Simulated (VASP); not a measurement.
Wanted: the native input for a VASP 6.6.1 run.

- Task: single point
- Functional: PBEsol
- Potentials or basis: VASP PAW PBE potentials, release 64 (Sb, Pt)
- Cutoff: 520 eV
- k mesh: 12 × 12 × 10
- Occupations: gaussian, width 0.1 eV
- Spin: no spin polarisation
- Dipole correction: no
- Further INCAR settings: ALGO = Normal; EDIFF = 1e-06; NBANDS = 23

The structure of SbPt lies in POSCAR:

```
SbPt
1.0
    4.1238625608      0.0000000000      0.0000000000
   -2.0619312804      3.5713697394      0.0000000000
    0.0000000000      0.0000000000      5.7145687275
Sb Pt
2 2
Direct
    0.3333333338      0.6666666662      0.2500000000
    0.6666666662      0.3333333338      0.7500000000
    0.0000000000      0.0000000000      0.0000000000
    0.0000000000      0.0000000000      0.5000000000
```

This cell differs from its parent crystal: uniaxial strain along c: +4.5 %.

These files were run (other wordings do the same):

INCAR

```
SYSTEM = SbPt
ALGO = Normal
EDIFF = 1E-6
ENCUT = 520
GGA = PS
ISIF = 2
ISMEAR = 0
LASPH = .TRUE.
LCHARG = .FALSE.
LREAL = .FALSE.
LWAVE = .FALSE.
NBANDS = 23
NELM = 60
PREC = Accurate
SIGMA = 0.1
```

KPOINTS

```
k-points
0
G
  12 12 10
  0 0 0
```

Potentials or basis: VASP PAW PBE potentials, release 64 (Sb, Pt).

Launch:

```console
$ cat potpaw_PBE.64/Sb/POTCAR potpaw_PBE.64/Pt/POTCAR > POTCAR
$ mpirun -np 1 vasp_std > vasp.out
```

It gave:

```json
{"Pressure": "-3.4 GPa", "Band gap on the k mesh": "zero (bands 15 and 16 overlap by 3.99 eV)"}
```

Caveat: the cell differs from its parent crystal (uniaxial strain along c: +4.5 %); the stress differs along the axes, from -7 to -2 GPa; the PAW data sets were made with another functional, which shifts forces and pressure a little; spin-orbit coupling is left out, which moves the levels of the heavy elements.

Run time: 68 s on 1 thread of Intel(R) Xeon(R) 6975P-C (Granite Rapids) (shared host), peak memory 0.36 GiB.
